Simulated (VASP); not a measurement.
Crystal: TiTe2.

```xyz
3
Lattice="3.7770 0.0000 0.0000 -1.8885 3.2710 0.0000 0.0000 0.0000 6.4980" Properties=species:S:1:pos:R:3 pbc="T T T"
Te    0.0000    2.1807    4.7903
Te    1.8885    1.0903    1.7077
Ti    0.0000    0.0000    0.0000
```

Base run:

```yaml
Program: VASP 6.6.1
Functional: r2SCAN
Potentials_or_basis: VASP PAW PBE potentials, release 64 (Te, Ti_sv)
Cutoff: 520 eV
k_mesh: 8 × 8 × 4
Occupations: fermi-dirac, width 0.05 eV
Spin: no spin polarisation
```

Its results: band gap on the k mesh zero (bands 12 and 13 overlap by 0.65 eV); pressure 1.0 GPa; largest force 0.198 eV/Å.

Q: After a change of settings the same cell gave: band gap on the k mesh zero (bands 12 and 13 overlap by 0.59 eV); pressure 5.4 GPa; largest force 0.079 eV/Å. Which change was it?
A. functional from r2SCAN to BLYP
B. functional from r2SCAN to RPBE; further incar settings from ALGO = Normal; EDIFF = 1e-06; NBANDS = 19 to ALGO = Normal; EDIFF = 1e-07; NBANDS = 19
C. functional from r2SCAN to revPBE; further incar settings from ALGO = Normal; EDIFF = 1e-06; NBANDS = 19 to ALGO = Normal; EDIFF = 1e-07; NBANDS = 19
D. functional from r2SCAN to PBE; occupations from fermi-dirac, width 0.05 eV to gaussian, width 0.025 eV

A: A.

Caveats: the PAW data sets were made with another functional, which shifts forces and pressure a little; spin-orbit coupling is left out, which moves the levels of the heavy elements; the cell stands under pressure (at least some runs); this functional lacks dispersion, which binds layers or chains, so the pressure and a relaxed spacing across them are unreliable (at least some runs).
